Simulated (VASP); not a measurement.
Input of a VASP 6.6.1 run:

POSCAR

```
SrTiO3
1.0
    3.7896459565      0.0000000000      0.0000000000
    0.0000000000      3.7896459565      0.0000000000
    0.0000000000      0.0000000000      3.7896459565
Sr Ti O
1 1 3
Direct
    0.0000000000      0.0000000000      0.0000000000
    0.5000000000      0.5000000000      0.5000000000
    0.5000000000      0.5000000000      0.0000000000
    0.5000000000      0.0000000000      0.5000000000
    0.0000000000      0.5000000000      0.5000000000
```

The input INCAR.step1:

```
PREC     = Accurate       # precision mode
ENCUT    = 520            # plane-wave cutoff, eV
EDIFF    = 1E-5           # SCF threshold, eV
ISMEAR   = 0              # smearing method
SIGMA    = 0.01           # smearing width, eV
LREAL    = False          # projectors in reciprocal space
LASPH    = True           # aspherical terms in the spheres
NELM     = 60             # most SCF steps
ALGO     = Normal         # electronic algorithm
ISIF     = 2              # what is computed and relaxed
LWAVE    = True           # write WAVECAR
LCHARG   = False          # write CHGCAR
GGA      = PE             # functional
NBANDS   = 28             # bands
```

Contents of INCAR.step2:

```
PREC     = Accurate       # precision mode
ENCUT    = 520            # plane-wave cutoff, eV
EDIFF    = 1E-6           # SCF threshold, eV
ISMEAR   = 0              # smearing method
SIGMA    = 0.01           # smearing width, eV
LREAL    = False          # projectors in reciprocal space
LASPH    = True           # aspherical terms in the spheres
NELM     = 60             # most SCF steps
ALGO     = Normal         # electronic algorithm
ISIF     = 2              # what is computed and relaxed
LWAVE    = False          # write WAVECAR
LCHARG   = False          # write CHGCAR
GGA      = PE             # functional
LHFCALC  = True           # exact exchange
HFSCREEN = 0.2079         # screening, 1/A
PRECFOCK = Fast         
ISTART   = 1            
NBANDS   = 28             # bands
```

The input KPOINTS:

```
Automatic mesh
0
Gamma
  4 4 4
```

Potentials or basis: VASP PAW PBE potentials, release 64 (Sr_sv, Ti_sv, O).

Run with:

```bash
$ cat potpaw_PBE.64/Sr_sv/POTCAR potpaw_PBE.64/Ti_sv/POTCAR potpaw_PBE.64/O/POTCAR > POTCAR
$ cp INCAR.step1 INCAR
$ mpirun -np 1 vasp_std > vasp.out
$ cp INCAR.step2 INCAR
$ mpirun -np 1 vasp_std > vasp.out
```

Task: What does it give for the pressure?

Result: 19.8 GPa.

Task: What does it give for the band gap on the k mesh?

Result: 3.50 eV (least direct gap 3.82 eV).

Caveat: the cell differs from its parent crystal (strain -3.0%); the cell stands under pressure; the PAW data sets were made with another functional, which shifts forces and pressure a little. A k mesh can miss the band edges.
